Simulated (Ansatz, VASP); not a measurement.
## One calculation of MgO, two programs

Contents of INCAR:

```
PREC = Accurate
ENCUT = 600
EDIFF = 1E-6
ISMEAR = 1
SIGMA = 0.15
LREAL = False
LASPH = True
NELM = 120
ALGO = Normal
ISIF = 2
LWAVE = False
LCHARG = False
GGA = CA
NBANDS = 11
GGA_COMPAT = False
```

Contents of KPOINTS:

```
Automatic mesh
0
Gamma
  8 8 8
```

POSCAR

```
MgO
1.0
    0.0000000000      2.1061000000      2.1061000000
    2.1061000000      0.0000000000      2.1061000000
    2.1061000000      2.1061000000      0.0000000000
Mg O
1 1
Direct
    0.0000000000      0.0000000000      0.0000000000
    0.5000000000      0.5000000000      0.5000000000
```

Input for Ansatz:

```yaml
crystal:
  lattice:
    - [0.0, 2.1061, 2.1061]
    - [2.1061, 0.0, 2.1061]
    - [2.1061, 2.1061, 0.0]
  atoms:
    - { symbol: Mg, position: [0.0, 0.0, 0.0] }
    - { symbol: O, position: [0.5, 0.5, 0.5] }
hamiltonian:
  xc: lda
  pseudopotentials: { kind: paw }
basis:
  ecutwfc: 420
kpoints:
  mp_grid: { grid: [8, 8, 8] }
scf:
  occupations: { method: cold, width: 0.15 }
  lower_state_search: "off"
  max_iter: 60
output:
  forces: true
  stress: true
```

Alike in both runs: task single point; functional LDA; k mesh 8 × 8 × 8; no spin polarisation.

|  | VASP | Ansatz |
| --- | --- | --- |
| version | VASP 6.6.1 | Ansatz 0.2.0 |
| potentials or method | VASP PAW LDA potentials, release 64 (Mg, O), cutoff 600 eV | PAW, plane waves, scalar-relativistic |
| occupations | methfessel-paxton of order 1, width 0.15 eV | cold, width 0.15 eV |
| valence electrons in the cell | 8 | 16 |

|  | VASP | Ansatz | Ansatz less VASP |
| --- | --- | --- | --- |
| pressure (GPa) | -8.0 | -6.1 | +1.92 |

LDA's correlation is that of Perdew and Zunger in VASP and of Perdew and Wang (1992) in Ansatz. VASP's potentials hold 8 valence electrons a cell and Ansatz's 16, so a difference there can come from the potentials and not from the codes.
